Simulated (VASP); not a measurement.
Set up this calculation in VASP 6.6.1, as the native input.

* Task: single point
* Functional: PBE
* Dispersion: D3(BJ)
* Potentials or basis: VASP PAW PBE potentials, release 64 (Al)
* Cutoff: 520 eV
* k mesh: 18 × 18 × 3
* Occupations: gaussian, width 0.15 eV
* Spin: no spin polarisation
* Dipole correction: no
* Further INCAR settings: ALGO = Fast; EDIFF = 1e-07; NBANDS = 18; ISYM = 0

The structure of Al lies in POSCAR:

```
Al
1.0
   -2.8035700760      0.0000000000      0.0000000000
   -1.4017850380     -2.4279629071      0.0000000000
   -0.9345233587     -1.0790946254     14.0252688885
Al
6
Direct
    0.6574055556      0.6296222222      0.0833500000
    0.6203685185      0.4814740741      0.4166833333
    0.5833314815      0.3333259259      0.7500166667
    0.2314796296     -0.0740814815      0.9166833333
    0.3055537037      0.2222148148      0.2500166667
    0.2685166667      0.0740666667      0.5833500000
```

This cell differs from its parent crystal: the part above a cut slid along it.

The input as run:

INCAR

```
SYSTEM = Al
ALGO = Fast
EDIFF = 1E-7
ENCUT = 520
GGA = PE
ISIF = 2
ISMEAR = 0
ISYM = 0
IVDW = 12
LASPH = .TRUE.
LCHARG = .FALSE.
LREAL = .FALSE.
LWAVE = .FALSE.
NBANDS = 18
NELM = 60
PREC = Accurate
SIGMA = 0.15
```

KPOINTS

```
k-points
0
G
  18 18 3
  0 0 0
```

Potentials or basis: VASP PAW PBE potentials, release 64 (Al).

Run with:

```console
$ cat potpaw_PBE.64/Al/POTCAR > POTCAR
$ mpirun -np 1 vasp_std > vasp.out
```

It gave:

```json
{"Pressure": "0.5 GPa", "Largest force": "0.537 eV/Å", "Band gap on the k mesh": "zero (bands 9 and 10 overlap by 5.58 eV)", "Dispersion energy per atom": "-0.349 eV"}
```

Caveat: the cell differs from its parent crystal (the part above a cut slid along it).

Run time: 25 min on 1 thread of Intel Xeon 8259CL (shared host), peak memory 0.7 GiB.
